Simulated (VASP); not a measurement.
# I (P6/mmm) in VASP: relaxation of cell and atoms with PBEsol

Aim: the relaxation of cell and atoms of I with PBEsol.

Program: VASP 6.6.1. These are calculated values, not measurements. Logs are shortened: lines on timing, memory, paths and dates and some standing lists are left out, and cuts for length are marked.

## Step 1: The cell of the first run

It takes space group P6/mmm (No. 191, hexagonal). The conventional cell has a = 6.817 Å, b = 6.817 Å, c = 2.915 Å, α = 90.00°, β = 90.00°, γ = 120.00°. Within 3.8 Å of I (site symmetry 6/mmm) lie 2 I at 2.92 Å. I (site symmetry -6m2) has 5 I at 2.92 to 3.94 Å within 4.0 Å.

## Step 2: Relaxation of cell and atoms, PBEsol

Input file INCAR:

```
PREC = Accurate
ENCUT = 600
EDIFF = 1E-6
ISMEAR = 0
SIGMA = 0.1
LREAL = False
LASPH = True
NELM = 80
ALGO = Normal
ISIF = 3
LWAVE = False
LCHARG = False
GGA = PS
IBRION = 2
NSW = 100
EDIFFG = -0.01
```

Input file KPOINTS:

```
Automatic mesh
0
Gamma
  9 9 16
```

Input file POSCAR:

```
I
1.0
    6.8168196776      0.0000000000      0.0000000000
   -3.4084098388      5.9035390138      0.0000000000
    0.0000000000      0.0000000000      2.9151653689
I
3
Direct
    0.0000000000      0.0000000000      0.0000000000
    0.3333333333      0.6666666667      0.5000000000
    0.6666666667      0.3333333333      0.5000000000
```

Potentials or basis: VASP PAW PBE potentials, release 64 (I).

Run with:

```console
$ cat potpaw_PBE.64/I/POTCAR > POTCAR
$ mpirun -np 1 vasp_std > vasp.out
```

OUTCAR:

```text
PREC = Accurate
   ENCUT = 600
   EDIFF = 1E-6
   ISMEAR = 0
   LREAL = False
   LASPH = True
   NELM = 80
   ISIF = 3
   GGA = PS
   IBRION = 2
   NSW = 100
   EDIFFG = -0.01

 ion  position               nearest neighbor table
   1  0.000  0.000  0.000-
   2  0.333  0.667  0.500-
   3  0.667  0.333  0.500-

  LATTYP: Found a hexagonal cell.
 ALAT       =     6.8168196776
 C/A-ratio  =     0.4276430222

  Lattice vectors:

 A1 = (   6.8168196776,   0.0000000000,   0.0000000000)
 A2 = (  -3.4084098388,   5.9035390138,   0.0000000000)
 A3 = (   0.0000000000,   0.0000000000,   2.9151653689)

Analysis of symmetry for initial positions (statically):
=====================================================================
 Subroutine PRICEL returns:
 Original cell was already a primitive cell.

 Routine SETGRP: Setting up the symmetry group for a
 hexagonal supercell.

 Subroutine GETGRP returns: Found 24 space group operations
 (whereof 24 operations were pure point group operations)
 out of a pool of 24 trial point group operations.

The static configuration has the point symmetry D_6h.

Analysis of symmetry for dynamics (positions and initial velocities):
=====================================================================
 Subroutine PRICEL returns:
 Original cell was already a primitive cell.

 Routine SETGRP: Setting up the symmetry group for a
 hexagonal supercell.

 Subroutine GETGRP returns: Found 24 space group operations
 (whereof 24 operations were pure point group operations)
 out of a pool of 24 trial point group operations.

The dynamic configuration has the point symmetry D_6h.

 Subroutine INISYM returns: Found 24 space group operations
 (whereof 24 operations are pure point group operations),
 and found     1 'primitive' translations

----------------------------------------------------------------------------------------

                                     Primitive cell

  volume of cell :     117.3161

  direct lattice vectors                    reciprocal lattice vectors
     6.816819678  0.000000000  0.000000000     0.146695974  0.084694960  0.000000000
    -3.408409839  5.903539014  0.000000000     0.000000000  0.169389920  0.000000000
     0.000000000  0.000000000  2.915165369     0.000000000  0.000000000  0.343033713

  length of vectors
     6.816819678  6.816819678  2.915165369     0.169389920  0.169389920  0.343033713

[... 103 lines left out ...]
  volume/ion in A,a.u.               =      39.11       263.90
  Fermi-wavevector in a.u.,A,eV,Ry     =   0.922633  1.743523 11.581971  0.851251
  Thomas-Fermi vector in A             =   2.048181
   LORBIT       =      0    0 simple, 1 ext, 2 COOP (PROOUT), +10 PAW based schemes
   GGA     = PS    functional components
   LHFCALC =     F    Hartree Fock is set to
   AEXX    =    0.0000 exact exchange contribution
   IVDW    =     0    specifies the selected vdW correction
   LEPSILON=     F    determine dielectric tensor
   LRPA    =     F    only Hartree local field effects (RPA)
 conjugate gradient relaxation of ions
 non-spin polarized calculation
 Gauss-broadening in eV      SIGMA  =   0.10
  energy-cutoff  :      600.00
  volume of cell :      117.32
 maximum number of plane-waves:      3948
   NGX = 27   NGY = 27   NGZ = 11

--------------------------------------- Ionic step        1  -------------------------------------------

 number of electron      21.0000002 magnetization

 Free energy of the ion-electron system (eV)
  ---------------------------------------------------
  ext. energy  EPLUGINS =         0.00000000
  ---------------------------------------------------
  free energy    TOTEN  =        -4.90884003 eV

  energy without entropy =       -4.89214691  energy(sigma->0) =       -4.90049347

------------------------ aborting loop because EDIFF is reached ----------------------------------------

  FORCE on cell =-STRESS in cart. coord.  units (eV):
  Direction    XX          YY          ZZ          XY          YZ          ZX
  --------------------------------------------------------------------------------------
  -------------------------------------------------------------------------------------
  Total        0.0378274      0.0378274     -0.0930277      0.0000000      0.0000000      0.0000000
  in kB        0.5166065      0.5166065     -1.2704729      0.0000000      0.0000000      0.0000000
  external PRESSURE =      -0.0790866 kB  Pullay stress =       0.0000000 kB
[... 135 lines left out ...]
--------------------------------------- Ionic step        5  -------------------------------------------

 number of electron      21.0000001 magnetization

 Free energy of the ion-electron system (eV)
  ---------------------------------------------------
  ext. energy  EPLUGINS =         0.00000000
  ---------------------------------------------------
  free energy    TOTEN  =        -4.90903493 eV

  energy without entropy =       -4.89236887  energy(sigma->0) =       -4.90070190

 E-fermi :   3.1578     XC(G=0):  -8.5929

 val. band max:        3.1526652222   @ k =   0.2222  -0.0000   0.4375
 cond. band min:       3.1637525520   @ k =   0.3333   0.3333   0.1875
 fundamental gap:      0.0110873298
 Fermi energy:         3.1577961999

 k-point     1 :       0.0000    0.0000    0.0000
  band No.  band energies     occupation
      1     -10.5340      2.00000
      2     -10.0102      2.00000
      3      -9.8267      2.00000
      4      -0.2104      2.00000
      5      -0.2104      2.00000
      6      -0.0318      2.00000
      7      -0.0318      2.00000
      8       2.1778      2.00000
      9       2.1778      2.00000
     10       6.5581      0.00000
     11       6.9453      0.00000
     12       7.1170      0.00000
     13       7.8293      0.00000
     14      11.5491      0.00000
[... 377 lines left out ...]
      1     -10.1633      2.00000
      2     -10.1633      2.00000
      3      -9.9046      2.00000
      4      -0.2866      2.00000
      5      -0.1517      2.00000
      6      -0.1517      2.00000
      7       1.6160      2.00000
      8       1.7084      2.00000
      9       1.7084      2.00000
     10       6.1579      0.00000
     11       6.1579      0.00000
     12       6.3777      0.00000
     13       8.5944      0.00000
     14       8.6267      0.00000

 [... further k-points ...]

------------------------ aborting loop because EDIFF is reached ----------------------------------------

  FORCE on cell =-STRESS in cart. coord.  units (eV):
  Direction    XX          YY          ZZ          XY          YZ          ZX
  --------------------------------------------------------------------------------------
  -------------------------------------------------------------------------------------
  Total       -0.0038543     -0.0038543      0.0013538      0.0000000      0.0000000      0.0000000
  in kB       -0.0523029     -0.0523029      0.0183707      0.0000000      0.0000000      0.0000000
  external PRESSURE =      -0.0287450 kB  Pullay stress =       0.0000000 kB
[... 18 lines left out ...]
  FREE ENERGIE OF THE ION-ELECTRON SYSTEM (eV)
  ---------------------------------------------------
  free  energy   TOTEN  =        -4.9090349327 eV

  energy  without entropy=       -4.8923688696  energy(sigma->0) =       -4.90070190

 reached required accuracy - stopping structural energy minimisation
```

OSZICAR:

```text
N       E                     dE             d eps       ncg     rms          rms(c)
DAV:   1     0.121635731341E+03    0.12164E+03   -0.83096E+03  3024   0.131E+03
[... 38 lines left out ...]
DAV:   1    -0.491223857614E+01   -0.32655E-02   -0.73715E-02  3042   0.136E+00    0.311E-01
DAV:   2    -0.490981365463E+01    0.24249E-02   -0.34778E-03  3318   0.358E-01    0.116E-01
DAV:   3    -0.490906078479E+01    0.75287E-03   -0.19001E-03  3282   0.210E-01    0.105E-01
DAV:   4    -0.490905275848E+01    0.80263E-05   -0.41378E-05  3850   0.446E-02    0.975E-02
DAV:   5    -0.490904335133E+01    0.94072E-05   -0.15837E-05  3774   0.237E-02    0.150E-02
DAV:   6    -0.490903487751E+01    0.84738E-05   -0.26041E-05  3324   0.251E-02    0.492E-03
DAV:   7    -0.490903493268E+01   -0.55173E-07   -0.56435E-07  2214   0.597E-03
   5 F= -.49090349E+01 E0= -.49007019E+01  d E =-.123827E-03
```

CONTCAR:

```text
I
   1.00000000000000
     6.8429827837737136    0.0000000000000000    0.0000000000000000
    -3.4214913918868568    5.9261969283881237   -0.0000000000000000
     0.0000000000000000   -0.0000000000000000    2.9114466205339071
  I
     3
Direct
     0.0000000000000000    0.0000000000000000    0.0000000000000000
     0.3333333332999970    0.6666666667000030    0.5000000000000000
     0.6666666667000030    0.3333333332999970    0.5000000000000000

  0.00000000E+00  0.00000000E+00  0.00000000E+00
  0.00000000E+00  0.00000000E+00  0.00000000E+00
  0.00000000E+00  0.00000000E+00  0.00000000E+00
```

Run time: 12 min. Hardware: 1 thread of Intel Xeon 8259CL, shared host; peak memory 0.39 GiB.

Results:

```
Free energy                           : -4.9090 eV
Relaxed volume                        : 39.36 Å³/atom
Relaxed cell                          : a = 6.843 Å, b = 6.843 Å, c = 2.911 Å, α = 90.00°, β = 90.00°, γ = 120.00°
Space group after relaxing (to 0.1 Å) : P6/mmm (No. 191)
Energy gained by relaxing             : 0.1 meV/atom
Ionic steps                           : 5
Pressure after relaxing               : 0.0 GPa
Band gap on the k mesh                : zero (an odd number of electrons rules out a gap without spin polarisation)
```

The path:
```
step  energy change (eV)  largest force (eV/Å)  pressure (GPa)  volume (Å³)
   1              0.0000                0.0000           -0.01       117.32
   2             -0.0001                0.0000            0.07       117.28
   3             -0.0001                0.0000            0.05       117.29
   4             -0.0001                0.0000            0.08       117.49
   5             -0.0002                0.0000            0.00       118.07
```

Final structure:
```
CELL_PARAMETERS angstrom
6.84298 0.00000 0.00000
-3.42149 5.92620 0.00000
0.00000 0.00000 2.91145
ATOMIC_POSITIONS crystal
I 0.00000 0.00000 0.00000
I 0.33333 0.66667 0.50000
I 0.66667 0.33333 0.50000
```

Caveat: the PAW data sets were made with another functional, which shifts forces and pressure a little; spin-orbit coupling is left out, which moves the levels of the heavy elements; an odd number of electrons without spin polarisation forces a metal; a magnetic or distorted state may lie lower.
